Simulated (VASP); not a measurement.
Here is a VASP 6.6.1 calculation.

INCAR

```
SYSTEM = SiC
PREC = Accurate
ENCUT = 520
EDIFF = 1E-6
ISMEAR = -1
SIGMA = 0.02
LREAL = .FALSE.
LASPH = .TRUE.
NELM = 60
ALGO = Normal
ISIF = 2
LWAVE = .FALSE.
LCHARG = .FALSE.
GGA = PE
NBANDS = 26
```

File KPOINTS:

```
Automatic mesh
0
G
  12 12 2
  0 0 0
```

Contents of POSCAR:

```
SiC
1.0
    3.0940914225      0.0000000000      0.0000000000
   -1.5470457112      2.6795617735      0.0000000000
    0.0000000000      0.0000000000     10.1296046825
Si C
4 4
Direct
    0.6666666667      0.3333333333      0.9378481361
    0.3333333333      0.6666666667      0.4378481361
    0.0000000000      0.0000000000      0.6878946538
    0.0000000000      0.0000000000      0.1878946538
    0.6666666667      0.3333333333      0.7498045638
    0.3333333333      0.6666666667      0.2498045638
    0.0000000000      0.0000000000      0.5004516463
    0.0000000000      0.0000000000      0.0004516463
```

Potentials or basis: VASP PAW PBE potentials, release 64 (Si, C).

Command:

```sh
$ cat potpaw_PBE.64/Si/POTCAR potpaw_PBE.64/C/POTCAR > POTCAR
$ mpirun -np 1 vasp_std > vasp.out
```

Problem. What does it give for the pressure?

Solution. 0.0 GPa.

Problem. What does it give for the band gap on the k mesh?

Solution. 2.22 eV, indirect (least direct gap 3.34 eV).

A k mesh can miss the band edges. As with any semilocal functional, this PBE gap is likely too small.
